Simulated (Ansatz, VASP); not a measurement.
# One calculation of Sc2TaF3, two programs

```xyz
6
Lattice="5.7576 0.0000 0.0000 -2.8788 4.9862 0.0000 0.0000 0.0000 5.7255" Properties=species:S:1:pos:R:3 pbc="T T T"
Sc    2.8788    1.6621    2.8628
Sc    0.0000    3.3241    2.8628
Ta    0.0000    3.3241    0.0000
F    -1.6393    4.2706    2.8628
F     0.0000    1.4313    2.8628
F     1.6393    4.2706    2.8628
```

Alike in both runs: functional PBE; k mesh 6 × 6 × 6; occupations gaussian, width 0.1 eV; collinear spin.

Ansatz relaxed the structure, and its values are those at the end. VASP's run is a single point on that final structure, the one shown.

```csv
,VASP,Ansatz
version,VASP 6.6.1,Ansatz 0.2.0
potentials or method,"VASP PAW PBE potentials, release 64 (Sc_sv, Ta_pv, F), cutoff 520 eV","scalar-relativistic, plane waves, PAW"
valence electrons in the cell,54,56
```

VASP gave:

| Quantity | Value |
| --- | --- |
| gap on the k mesh at the Fermi level (eV) | none |
| pressure (GPa) | 0.2 |
| rms of the force components (eV/Å) | 0.065 |
| net moment per atom (μB) | 0.82 |
| size of the moment on the site where the two differ most (μB) | 0.20 |

Q: Estimate Ansatz's values.

A: gap on the k mesh at the Fermi level (eV): none; pressure (GPa): 0.0; rms of the force components (eV/Å): 0.001; net moment per atom (μB): 0.82; size of the moment on the site where the two differ most (μB): 0.09.

Site moments also hang on the region over which each program counts them. A gap of «none» marks a metal or a gap that the smearing closes. VASP's potentials hold 54 valence electrons a cell and Ansatz's 56, so a difference there can come from the potentials and not from the codes.

Spin-orbit coupling is off throughout.
